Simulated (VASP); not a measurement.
# PtS2: single point with LDA

PtS2:

```
CELL_PARAMETERS angstrom
3.48604 0.00000 0.00000
-1.74302 3.01900 0.00000
0.00000 0.00000 5.20539
ATOMIC_POSITIONS crystal
Pt 0.00000 0.00000 0.00000
S 0.33333 0.66667 0.25000
S 0.66667 0.33333 0.75000
```

This cell differs from its parent crystal: ratio of the length along z to the lengths across it x 1.05, volume and fractional coordinates fixed.

```yaml
Program: VASP 6.6.1
Task: single point
Functional: LDA
Potentials_or_basis: VASP PAW LDA potentials, release 64 (Pt, S)
Cutoff: 520 eV
k_mesh: 12 × 12 × 8
Occupations: gaussian, width 0.05 eV
Spin: no spin polarisation
Dipole_correction: no
Further_INCAR_settings: ALGO = Normal; EDIFF = 1e-06; NBANDS = 18
```

| Property | Result |
| --- | --- |
| Pressure | -3.9 GPa |
| Largest force | 0.837 eV/Å |
| Band gap on the k mesh | 0.61 eV, indirect (least direct gap 0.80 eV) |

Forces in eV/Å, atoms in the order of the input:
```
Pt   0.000  0.000  0.000
S    0.000  0.000 -0.837
S    0.000  0.000  0.837
```

Stress tensor (GPa, compression positive):
```
-1.92  0.00  0.00
 0.00 -1.92  0.00
 0.00  0.00 -7.92
```

Levels at points of the mesh, in eV from the valence-band top:
| k point | band 9 | band 10 | band 11 | band 12 | band 13 | band 14 |
| --- | --- | --- | --- | --- | --- | --- |
| (0.00, 0.00, 0.00) | -0.86 | -0.86 | -0.02 | 1.97 | 1.97 | 4.72 |
| (0.50, 0.00, 0.00) | -2.87 | -2.85 | -2.32 | 1.40 | 2.49 | 5.43 |
| (0.00, 0.00, 0.50) | -1.20 | -1.13 | -1.13 | 2.55 | 2.55 | 5.55 |
| (0.50, 0.00, 0.50) | -2.47 | -2.40 | -1.52 | 1.56 | 2.31 | 4.78 |

Wall time 2.5 min on 1 thread of AMD EPYC 7R43 64-Core Processor (Zen 3) (shared host), peak memory 0.21 GiB.

Caveat: spin-orbit coupling is left out, which moves the levels of the heavy elements. A k mesh can miss the band edges.
